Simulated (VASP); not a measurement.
Li: relaxation of cell and atoms with PBEsol

Crystal: Li.

```
CELL_PARAMETERS angstrom
-1.59920 1.59920 1.59920
1.59920 -1.59920 1.59920
1.59920 1.59920 -1.59920
ATOMIC_POSITIONS crystal
Li 0.00000 0.00000 0.00000
```

```
Program                : VASP 6.6.1
Task                   : relaxation of cell and atoms
Functional             : PBEsol
Potentials or basis    : VASP PAW PBE potentials, release 64 (Li_sv)
Cutoff                 : 600 eV
k mesh                 : 17 × 17 × 17
Occupations            : fermi-dirac, width 0.05 eV
Spin                   : no spin polarisation
Target pressure        : 4.1 GPa
Dipole correction      : no
Further INCAR settings : ALGO = Normal; EDIFF = 1e-06; IBRION = 2; EDIFFG = -0.005; NSW = 60; ISIF = 3
```

```
Relaxed volume                                             : 16.28 Å³/atom
Relaxed cell                                               : a = 2.765 Å, b = 2.765 Å, c = 2.765 Å, α = 109.47°, β = 109.47°, γ = 109.47°
Space group after relaxing (to 0.1 Å)                      : Im-3m (No. 229)
Energy change on relaxing (the run minimises the enthalpy) : +2.0 meV/atom
Ionic steps                                                : 3
Pressure after relaxing                                    : 4.1 GPa
Band gap on the k mesh                                     : zero (an odd number of electrons rules out a gap without spin polarisation)
```

Step by step:
```tsv
step	energy change (eV)	largest force (eV/Å)	pressure (GPa)	volume (Å³)
1	0.0000	0.0000	3.99	16.36
2	0.0007	0.0000	4.03	16.33
3	0.0020	0.0000	4.11	16.28
```

Final structure:
```xyz
1
Lattice="-1.5966 1.5966 1.5966 1.5966 -1.5966 1.5966 1.5966 1.5966 -1.5966" Properties=species:S:1:pos:R:3 pbc="T T T"
Li    0.0000    0.0000    0.0000
```

Levels at points of the mesh, in eV from the Fermi level:
| k point | band 1 | band 2 | band 3 | band 4 |
| --- | --- | --- | --- | --- |
| (0.00, 0.00, 0.00) | -45.60 | -3.86 | 17.02 | 17.02 |

Wall time 20 s on 1 thread of Intel Xeon 8259CL, with other jobs on the host, peak memory 0.14 GiB.

Caveat: the cutoff is under 1.25 times the usual one of these potentials, so pressure, stress and relaxed cells hold a basis-set (Pulay) error; the cell is relaxed towards a set pressure, so the run minimises the enthalpy, not the energy; the PAW data sets were made with another functional, which shifts forces and pressure a little.
